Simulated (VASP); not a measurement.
Input of a VASP 6.6.1 run:

INCAR

```
  PREC = Accurate
  ENCUT = 520
  EDIFF = 1E-6
  ISMEAR = 0
  SIGMA = 0.01
  LREAL = F
  LASPH = T
  NELM = 80
  ALGO = Normal
  ISIF = 2
  LWAVE = F
  LCHARG = F
  GGA = PE
  NBANDS = 16
```

The input KPOINTS:

```
regular mesh
0
Gamma
  4 4 2
```

File POSCAR:

```
AlBP2
1.0
    3.4329113265      0.0000000000      0.0000000000
    0.0000000000      3.4329113265      0.0000000000
    0.0000000000      0.0000000000      5.1251926551
B P Al
1 2 1
Direct
    0.0000000000      0.0000000000      0.0000000000
    0.0000000000      0.5000000000      0.2091361162
    0.5000000000      0.0000000000      0.7908638838
    0.5000000000      0.5000000000      0.5000000000
```

Potentials or basis: VASP PAW PBE potentials, release 64 (B, P, Al).

The run is started by

```console
$ cat potpaw_PBE.64/B/POTCAR potpaw_PBE.64/P/POTCAR potpaw_PBE.64/Al/POTCAR > POTCAR
$ mpirun -np 1 vasp_std > vasp.out
```

Question: Estimate the largest force.

Answer: 0.331 eV/Å.

Question: Predict the pressure.

Answer: 8.1 GPa.

Question: Estimate the band gap on the k mesh.

Answer: 0.66 eV, direct.

Forces on the atoms (eV/Å):
```
B    0.000  0.000  0.000
P    0.000  0.000 -0.331
P    0.000  0.000  0.331
Al   0.000  0.000  0.000
```

Caveat: the k points lie up to 0.61 Å⁻¹ apart. A k mesh can miss the band edges.
